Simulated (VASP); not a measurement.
Wanted: the native input for a VASP 6.6.1 run.

```
Task                      : relaxation of the atoms
Functional                : LDA
Potentials or basis       : VASP PAW LDA potentials, release 64 (Al)
Cutoff                    : 520 eV
k mesh                    : 5 × 4 × 1
Occupations               : gaussian, width 0.1 eV
Spin                      : no spin polarisation
Dipole correction         : yes
Atoms held fixed (from 0) : [0, 1, 2, 3, 4, 5, 6, 7, 8, 9, 10, 11, 12, 13, 14, 15, 16]
Further INCAR settings    : LREAL = Auto; ALGO = Fast; EDIFF = 1e-06; IBRION = 2; EDIFFG = -0.025; NSW = 36
```

The structure of Al lies in POSCAR:

```
Al
1.0
    5.6343731020      0.0000000000      0.0000000000
    0.0000000000      7.9682068563      0.0000000000
    0.0000000000      0.0000000000     19.6723116275
Al
17
Selective dynamics
Direct
    0.2500000000      0.2500000000      0.2033314679  F F F
    0.2500000000      0.7500000000      0.2033314679  F F F
    0.7500000000      0.2500000000      0.2033314679  F F F
    0.7500000000      0.7500000000      0.2033314679  F F F
    0.0000000000      0.0000000000      0.2749343025  F F F
    0.0000000000      0.5000000000      0.2749343025  F F F
    0.5000000000      0.0000000000      0.2749343025  F F F
    0.5000000000      0.5000000000      0.2749343025  F F F
    0.2500000000      0.2500000000      0.3484027381  F F F
    0.2500000000      0.7500000000      0.3484027381  F F F
    0.7500000000      0.2500000000      0.3484027381  F F F
    0.7500000000      0.7500000000      0.3484027381  F F F
    0.0000000000      0.0000000000      0.4154220298  F F F
    0.0000000000      0.5000000000      0.4154220298  F F F
    0.5000000000      0.0000000000      0.4154220298  F F F
    0.5000000000      0.5000000000      0.4154220298  F F F
    0.0000000000      0.0000000000      0.5384375679  F F T
```

These files were run (other wordings do the same):

INCAR

```
SYSTEM = Al
  ALGO = Fast
  DIPOL = 0.5 0.5 0.324
  EDIFF = 1E-6
  EDIFFG = -0.025
  ENCUT = 520
  IBRION = 2
  IDIPOL = 3
  ISIF = 2
  ISMEAR = 0
  KPAR = 4
  LASPH = .True.
  LCHARG = .False.
  LDIPOL = .True.
  LREAL = Auto
  LWAVE = .False.
  NELM = 80
  NSW = 36
  PREC = Accurate
  SIGMA = 0.1
```

KPOINTS

```
k-points
0
Gamma
  5 4 1
  0 0 0
```

Potentials or basis: VASP PAW LDA potentials, release 64 (Al).

Launch:

```bash
$ cat potpaw_LDA.64/Al/POTCAR > POTCAR
$ mpirun -np 4 vasp_std > vasp.out
```

Results of the run:

* Energy gained by relaxing: 5.1 meV/atom
* Ionic steps: 5
* Band gap on the k mesh: zero (an odd number of electrons rules out a gap without spin polarisation)

Wall time 11 min on 4 MPI ranks on Oxide Virtual Turin-like Processor, with other jobs on the host, peak memory 0.68 GiB a rank.
